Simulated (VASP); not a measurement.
The system is C.

```xyz
4
Lattice="2.5115 0.0000 0.0000 -1.2558 2.1751 0.0000 0.0000 0.0000 4.1804" Properties=species:S:1:pos:R:3 pbc="T T T"
C     0.0000    1.4500    0.0010
C     1.2558    0.7250    2.0912
C     0.0000    1.4500    1.5667
C     1.2558    0.7250    3.6569
```

```yaml
Program: VASP 6.6.1
Task: relaxation of cell and atoms
Functional: LDA
Potentials_or_basis: VASP PAW LDA potentials, release 64 (C)
Cutoff: 600 eV
k_mesh: 12 × 12 × 6
Occupations: fermi-dirac, width 0.02 eV
Spin: no spin polarisation
```

At the start: pressure -13.9 GPa; volume 5.71 Å³/atom.

Q: How do energy, volume and symmetry change on relaxing?

A: Over 8 steps the energy falls by 7.9 meV/atom and the volume is 5.53 Å³/atom (-3.1 %); space group P6_3/mmc (No. 194, to 0.05 Å).

Step by step:
| step | energy change (eV) | largest force (eV/Å) | pressure (GPa) | volume (Å³) |
| --- | --- | --- | --- | --- |
| 1 | 0.0000 | 0.0074 | -13.93 | 22.84 |
| 2 | 0.0240 | 0.1158 | 20.66 | 21.24 |
| 3 | -0.0317 | 0.0419 | -0.15 | 22.13 |
| 4 | -0.0317 | 0.0430 | 0.15 | 22.12 |
| 5 | -0.0315 | 0.0932 | 0.17 | 22.11 |
| 6 | -0.0317 | 0.0001 | 0.15 | 22.12 |
| 7 | -0.0317 | 0.0002 | -0.12 | 22.13 |
| 8 | -0.0317 | 0.0000 | 0.00 | 22.12 |

Final structure:
```yaml
crystal:
  lattice:
    - [2.48461, 0.00000, 0.00000]
    - [-1.24230, 2.15173, 0.00000]
    - [0.00000, 0.00000, 4.13830]
  atoms:
    - { symbol: C, position: [0.33333, 0.66667, 0.00034] }
    - { symbol: C, position: [0.66667, 0.33333, 0.50034] }
    - { symbol: C, position: [0.33333, 0.66667, 0.37466] }
    - { symbol: C, position: [0.66667, 0.33333, 0.87466] }
```
